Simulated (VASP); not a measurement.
# Na4Y3N (Pm-3m) in VASP: further runs

The runs below take Na4Y3N through single point, with PBE.

Program: VASP 6.6.1. These are calculated values, not measurements. Logs are shortened: lines on timing, memory, paths and dates and some standing lists are left out, and cuts for length are marked.

**1. The cell of the first run**

The structure is cubic, space group Pm-3m (No. 221). Conventional cell: a = 5.438 Å, b = 5.438 Å, c = 5.438 Å, α = 90.00°, β = 90.00°, γ = 90.00°. Within 3.6 Å of Na (site symmetry m-3m) lie 6 Na at 2.72 Å. Na (site symmetry 4/mmm) has 2 Na at 2.72 Å and 4 Y at 2.72 Å within 3.6 Å. Y (site symmetry 4/mmm) has 4 Na at 2.72 Å and 2 N at 2.72 Å within 3.6 Å. N (site symmetry m-3m) has 6 Y at 2.72 Å within 3.6 Å.

The cell was built from a structure type or drawn by symmetry, and may not be a known phase.

**2. Single point, PBE**

INCAR

```
PREC = Accurate ; ENCUT = 520
EDIFF = 1E-7 ; ISMEAR = 0
SIGMA = 0.1 ; LREAL = False
LASPH = True ; NELM = 60
ALGO = Normal ; ISIF = 2
LWAVE = False ; LCHARG = False
GGA = PE ; NBANDS = 43
```

KPOINTS

```
regular mesh
0
Gamma
  4 4 4
```

POSCAR

```
Na4Y3N
1.0
    5.4376122600      0.0000000000      0.0000000000
    0.0000000000      5.4376122600      0.0000000000
    0.0000000000      0.0000000000      5.4376122600
Na Y N
4 3 1
Direct
    0.5000000000      0.5000000000      0.5000000000
    0.0000000000      0.5000000000      0.5000000000
    0.5000000000      0.0000000000      0.5000000000
    0.5000000000      0.5000000000      0.0000000000
    0.5000000000      0.0000000000      0.0000000000
    0.0000000000      0.5000000000      0.0000000000
    0.0000000000      0.0000000000      0.5000000000
    0.0000000000      0.0000000000      0.0000000000
```

Potentials or basis: VASP PAW PBE potentials, release 64 (Na_pv, Y_sv, N).

The run is started by

```sh
$ cat potpaw_PBE.64/Na_pv/POTCAR potpaw_PBE.64/Y_sv/POTCAR potpaw_PBE.64/N/POTCAR > POTCAR
$ mpirun -np 1 vasp_std > vasp.out
```

OUTCAR:

```text
PREC = Accurate
   ENCUT = 520
   EDIFF = 1E-7
   ISMEAR = 0
   LREAL = False
   LASPH = True
   NELM = 60
   ISIF = 2
   GGA = PE

 ion  position               nearest neighbor table
   1  0.500  0.500  0.500-   2 2.72   3 2.72   4 2.72   4 2.72   3 2.72   2 2.72
   2  0.000  0.500  0.500-   1 2.72   6 2.72   7 2.72   6 2.72   7 2.72   1 2.72
   3  0.500  0.000  0.500-   1 2.72   5 2.72   7 2.72   5 2.72   1 2.72   7 2.72
   4  0.500  0.500  0.000-   1 2.72   5 2.72   6 2.72   1 2.72   5 2.72   6 2.72
   5  0.500  0.000  0.000-   3 2.72   4 2.72   8 2.72   3 2.72   4 2.72   8 2.72   7 3.84   6 3.84
                             6 3.84   6 3.84   7 3.84   7 3.84   7 3.84   6 3.84
   6  0.000  0.500  0.000-   2 2.72   4 2.72   8 2.72   2 2.72   8 2.72   4 2.72   7 3.84   5 3.84
                             7 3.84   5 3.84   7 3.84   7 3.84   5 3.84   5 3.84
   7  0.000  0.000  0.500-   2 2.72   3 2.72   8 2.72   8 2.72   2 2.72   3 2.72   6 3.84   6 3.84
                             5 3.84   6 3.84   6 3.84   5 3.84   5 3.84   5 3.84
   8  0.000  0.000  0.000-   5 2.72   6 2.72   7 2.72   7 2.72   6 2.72   5 2.72

  LATTYP: Found a simple cubic cell.
 ALAT       =     5.4376122600

  Lattice vectors:

 A1 = (   5.4376122600,   0.0000000000,   0.0000000000)
 A2 = (   0.0000000000,   5.4376122600,   0.0000000000)
 A3 = (   0.0000000000,   0.0000000000,   5.4376122600)

Analysis of symmetry for initial positions (statically):
=====================================================================
 Subroutine PRICEL returns:
 Original cell was already a primitive cell.

 Routine SETGRP: Setting up the symmetry group for a
 simple cubic supercell.

 Subroutine GETGRP returns: Found 48 space group operations
 (whereof 48 operations were pure point group operations)
 out of a pool of 48 trial point group operations.

The static configuration has the point symmetry O_h .

Analysis of symmetry for dynamics (positions and initial velocities):
=====================================================================
 Subroutine PRICEL returns:
 Original cell was already a primitive cell.

 Routine SETGRP: Setting up the symmetry group for a
 simple cubic supercell.

 Subroutine GETGRP returns: Found 48 space group operations
 (whereof 48 operations were pure point group operations)
 out of a pool of 48 trial point group operations.

The dynamic configuration has the point symmetry O_h .

 Subroutine INISYM returns: Found 48 space group operations
 (whereof 48 operations are pure point group operations),
 and found     1 'primitive' translations

----------------------------------------------------------------------------------------

                                     Primitive cell

  volume of cell :     160.7773

  direct lattice vectors                    reciprocal lattice vectors
     5.437612260  0.000000000  0.000000000     0.183904249  0.000000000  0.000000000
     0.000000000  5.437612260  0.000000000     0.000000000  0.183904249  0.000000000
     0.000000000  0.000000000  5.437612260     0.000000000  0.000000000  0.183904249

  length of vectors
     5.437612260  5.437612260  5.437612260     0.183904249  0.183904249  0.183904249

  position of ions in fractional coordinates (direct lattice)
     0.500000000  0.500000000  0.500000000
     0.000000000  0.500000000  0.500000000
     0.500000000  0.000000000  0.500000000
     0.500000000  0.500000000  0.000000000
     0.500000000  0.000000000  0.000000000
     0.000000000  0.500000000  0.000000000
     0.000000000  0.000000000  0.500000000
     0.000000000  0.000000000  0.000000000

  ion indices of the primitive-cell ions
   primitive index   ion index
                 1           1
                 2           2
                 3           3
                 4           4
                 5           5
                 6           6
                 7           7
                 8           8

----------------------------------------------------------------------------------------

 KPOINTS: regular mesh

Automatic generation of k-mesh.
 Grid dimensions read from file:
 generate k-points for:    4    4    4

 Generating k-lattice:

  Cartesian coordinates                     Fractional coordinates (reciprocal lattice)
     0.045976062  0.000000000  0.000000000     0.250000000  0.000000000  0.000000000
     0.000000000  0.045976062  0.000000000     0.000000000  0.250000000  0.000000000
     0.000000000  0.000000000  0.045976062     0.000000000  0.000000000  0.250000000

  Length of vectors
     0.045976062  0.045976062  0.045976062

  Shift w.r.t. Gamma in fractional coordinates (k-lattice)
     0.000000000  0.000000000  0.000000000

 Subroutine IBZKPT returns following result:
 ===========================================

 Found     10 irreducible k-points:

 Following reciprocal coordinates:
            Coordinates               Weight
  0.000000  0.000000  0.000000      1.000000
  0.250000  0.000000  0.000000      6.000000
  0.500000  0.000000  0.000000      3.000000
  0.250000  0.250000  0.000000     12.000000
  0.500000  0.250000  0.000000     12.000000
  0.500000  0.500000  0.000000      3.000000
  0.250000  0.250000  0.250000      8.000000
  0.500000  0.250000  0.250000     12.000000
  0.500000  0.500000  0.250000      6.000000
  0.500000  0.500000  0.500000      1.000000
   k-points           NKPTS =     10   k-points in BZ     NKDIM =     10   number of bands    NBANDS=     43
   number of dos      NEDOS =    301   number of ions     NIONS =      8
   total plane-waves  NPLWV =  64000
   dimension x,y,z NGX =    40 NGY =   40 NGZ =   40
   dimension x,y,z NGXF=    80 NGYF=   80 NGZF=   80
   ions per type =               4   3   1
   NGX,Y,Z   is equivalent  to a cutoff of  12.23, 12.23, 12.23 a.u.
   NGXF,Y,Z  is equivalent  to a cutoff of  24.46, 24.46, 24.46 a.u.
 SYSTEM =  unknown system
   PREC   = accura    normal or accurate (medium, high low for compatibility)
   ISTART =      0    job   : 0-new  1-cont  2-samecut
   ICHARG =      2    charge: 1-file 2-atom 10-const
   ISPIN  =      1    spin polarized calculation?
   LNONCOLLINEAR =      F non collinear calculations
   LSORBIT =      F    spin-orbit coupling
   LASPH  =      T    aspherical Exc in radial PAW
   ENCUT  =  520.0 eV  38.22 Ry    6.18 a.u.  10.11 10.11 10.11*2*pi/ulx,y,z
   NELM   =     60;   NELMIN=  2; NELMDL= -5     # of ELM steps
   EDIFF  = 0.1E-06   stopping-criterion for ELM
   LREAL  =      F    real-space projection
   EDIFFG = 0.1E-05   stopping-criterion for IOM
   NSW    =      0    number of steps for IOM
   IBRION =     -1    ionic relax: 0-MD 1-quasi-New 2-CG
   NFREE  =      0    steps in history (QN), initial steepest desc. (CG)
   ISIF   =      2    stress and relaxation
   ISYM   =      2    0-nonsym 1-usesym 2-fastsym
   POTIM  = 0.5000    time-step for ionic-motion
   TEBEG  =    0.0;   TEEND  =   0.0 temperature during run
   PSTRESS=    0.0 pullay stress
   NELECT =      66.0000    total number of electrons
   NUPDOWN=      -1.0000    fix difference up-down
   EMIN   =  10.00;   EMAX   =-10.00  energy-range for DOS
   EFERMI =   0.00;   METHOD = LEGACY
   ISMEAR =     0;   SIGMA  =   0.10  broadening in eV -4-tet -1-fermi 0-gaus
   EFERMI_NEDOS =   21; number of points for ismear=-14 and -15
   IALGO  =     38    algorithm
   IMIX   =      4    mixing-type and parameters
     AMIX     =   0.40;   BMIX     =  1.00
     AMIX_MAG =   1.60;   BMIX_MAG =  1.00
  volume/ion in A,a.u.               =      20.10       135.62
  Fermi-wavevector in a.u.,A,eV,Ry     =   1.216694  2.299218 20.141295  1.480343
  Thomas-Fermi vector in A             =   2.352039
   LORBIT       =      0    0 simple, 1 ext, 2 COOP (PROOUT), +10 PAW based schemes
   GGA     = PE    functional components
   LHFCALC =     F    Hartree Fock is set to
   AEXX    =    0.0000 exact exchange contribution
   IVDW    =     0    specifies the selected vdW correction
   LEPSILON=     F    determine dielectric tensor
   LRPA    =     F    only Hartree local field effects (RPA)
 non-spin polarized calculation
 Gauss-broadening in eV      SIGMA  =   0.10
  energy-cutoff  :      520.00
  volume of cell :      160.78
 maximum number of plane-waves:      4385
   NGX = 21   NGY = 21   NGZ = 21

 number of electron      65.9999973 magnetization

 Free energy of the ion-electron system (eV)
  ---------------------------------------------------
  ext. energy  EPLUGINS =         0.00000000
  ---------------------------------------------------
  free energy    TOTEN  =       -26.28302681 eV

  energy without entropy =      -26.26788970  energy(sigma->0) =      -26.27545825

 E-fermi :   3.7921     XC(G=0):  -9.6492

 val. band max:        3.7603514466   @ k =   0.2500   0.2500   0.2500
 cond. band min:       3.8900906420   @ k =   0.5000   0.0000   0.0000
 fundamental gap:      0.1297391954
 Fermi energy:         3.7920618903

 k-point     1 :       0.0000    0.0000    0.0000
  band No.  band energies     occupation
      1     -39.2638      2.00000
      2     -39.2373      2.00000
      3     -39.2373      2.00000
      4     -21.6442      2.00000
      5     -21.6442      2.00000
      6     -21.6442      2.00000
[... 35 lines left out ...]
     42       6.5148      0.00000
     43       6.6935      0.00000

 k-point     2 :       0.2500    0.0000    0.0000
  band No.  band energies     occupation
      1     -39.2607      2.00000
      2     -39.2407      2.00000
      3     -39.2377      2.00000
      4     -21.6407      2.00000
      5     -21.6407      2.00000
      6     -21.6290      2.00000
[... 35 lines left out ...]
     42       6.6056      0.00000
     43       6.6747      0.00000

 k-point     3 :       0.5000    0.0000    0.0000
  band No.  band energies     occupation
      1     -39.2558      2.00000
      2     -39.2460      2.00000
      3     -39.2381      2.00000
      4     -21.6342      2.00000
      5     -21.6342      2.00000
      6     -21.6332      2.00000
[... 275 lines left out ...]
      6     -21.5412      2.00000
[... 35 lines left out ...]
     42       7.0338      0.00000
     43       7.6454      0.00000

 k-point    10 :       0.5000    0.5000    0.5000
  band No.  band energies     occupation
      1     -39.2477      2.00000
      2     -39.2477      2.00000
      3     -39.2477      2.00000
      4     -21.5404      2.00000
      5     -21.5404      2.00000
      6     -21.5404      2.00000
[... 35 lines left out ...]
     42       7.6617      0.00000
     43       7.6743      0.00000

------------------------ aborting loop because EDIFF is reached ----------------------------------------

  FORCE on cell =-STRESS in cart. coord.  units (eV):
  Direction    XX          YY          ZZ          XY          YZ          ZX
  --------------------------------------------------------------------------------------
  -------------------------------------------------------------------------------------
  Total       10.5026852     10.5026852     10.5026852      0.0000000      0.0000000      0.0000000
  in kB      104.6613239    104.6613239    104.6613239      0.0000000      0.0000000      0.0000000
  external PRESSURE =     104.6613239 kB  Pullay stress =       0.0000000 kB

 VOLUME and BASIS-vectors are now :
 -----------------------------------------------------------------------------
  energy-cutoff  :      520.00
  volume of cell :      160.78
      direct lattice vectors                 reciprocal lattice vectors
     5.437612260  0.000000000  0.000000000     0.183904249  0.000000000  0.000000000
     0.000000000  5.437612260  0.000000000     0.000000000  0.183904249  0.000000000
     0.000000000  0.000000000  5.437612260     0.000000000  0.000000000  0.183904249

 POSITION                                       TOTAL-FORCE (eV/Angst)
 -----------------------------------------------------------------------------------
      2.71881      2.71881      2.71881         0.000000      0.000000      0.000000
      0.00000      2.71881      2.71881         0.000000      0.000000      0.000000
      2.71881      0.00000      2.71881         0.000000      0.000000      0.000000
      2.71881      2.71881      0.00000         0.000000      0.000000      0.000000
      2.71881      0.00000      0.00000         0.000000      0.000000      0.000000
      0.00000      2.71881      0.00000         0.000000      0.000000      0.000000
      0.00000      0.00000      2.71881         0.000000      0.000000      0.000000
      0.00000      0.00000      0.00000         0.000000      0.000000      0.000000
 -----------------------------------------------------------------------------------
    total drift:                               -0.000000      0.000000     -0.000000

  FREE ENERGIE OF THE ION-ELECTRON SYSTEM (eV)
  ---------------------------------------------------
  free  energy   TOTEN  =       -26.2830268119 eV

  energy  without entropy=      -26.2678896968  energy(sigma->0) =      -26.27545825
```

Run time: 37 s. Hardware: 1 thread of Intel Xeon 6975P-C (Granite Rapids), shared host; peak memory 0.28 GiB.

Results:

| Quantity | Value |
| --- | --- |
| Free energy | -26.2830 eV |
| Pressure | 10.5 GPa |
| Band gap on the k mesh | zero (bands 33 and 34 overlap by 1.03 eV) |

Caveat: the cell stands under pressure.

(Continued in part 2 of 2.)
